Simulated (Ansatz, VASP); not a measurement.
**Two plane-wave programs on MgO**

The input INCAR:

```
SYSTEM = MgO
  PREC = Accurate
  ENCUT = 600
  EDIFF = 1E-6
  ISMEAR = 0
  SIGMA = 0.01
  LREAL = .False.
  LASPH = .True.
  NELM = 120
  ALGO = Normal
  ISIF = 2
  LWAVE = .False.
  LCHARG = .False.
  GGA = CA
  NBANDS = 11
  GGA_COMPAT = .False.
```

File KPOINTS:

```
Automatic mesh
0
Gamma
  12 12 12
  0 0 0
```

Contents of POSCAR:

```
MgO
1.0
    2.1276347480      0.0000000000      0.0000000000
    0.0000000000      2.1276347480      0.0000000000
    0.0000000000      0.0000000000      2.1276347480
Mg O
1 1
Direct
    0.0000000000      0.0000000000      0.0000000000
    0.5000000000      0.5000000000      0.5000000000
```

Input for Ansatz:

```yaml
crystal:
  lattice:
    - [2.127634748, 0.0, 0.0]
    - [0.0, 2.127634748, 0.0]
    - [0.0, 0.0, 2.127634748]
  atoms:
    - { symbol: Mg, position: [0.0, 0.0, 0.0] }
    - { symbol: O, position: [0.5, 0.5, 0.5] }
scf:
  occupations: { method: fixed }
output:
  forces: true
  stress: true
  eigenvalues: true
  write_density: true
  write_potential: true
  elf: true
  volumetric_format: npy
hamiltonian:
  xc: lda
basis:
  ecutwfc: 700
kpoints:
  mp_grid: { grid: [12, 12, 12] }
```

Alike in both runs: task single point; functional LDA; k mesh 12 × 12 × 12; no spin polarisation.

```csv
,VASP,Ansatz
version,VASP 6.6.1,Ansatz 0.2.0
potentials or method,"VASP PAW LDA potentials, release 64 (Mg, O), cutoff 600 eV","scalar-relativistic, plane waves, PAW"
occupations,"gaussian, width 0.01 eV",fixed
valence electrons in the cell,8,16
```

Ansatz gave:

| Property | Result |
| --- | --- |
| gap on the k mesh at the Fermi level (eV) | 6.95 |
| least direct gap on the mesh (eV) | 6.95 |

Q: Estimate VASP's values.

A: gap on the k mesh at the Fermi level (eV): 6.97; least direct gap on the mesh (eV): 6.97.

LDA's correlation is that of Perdew and Zunger in VASP and of Perdew and Wang (1992) in Ansatz. VASP's potentials hold 8 valence electrons a cell and Ansatz's 16, so a difference there can come from the potentials and not from the codes.
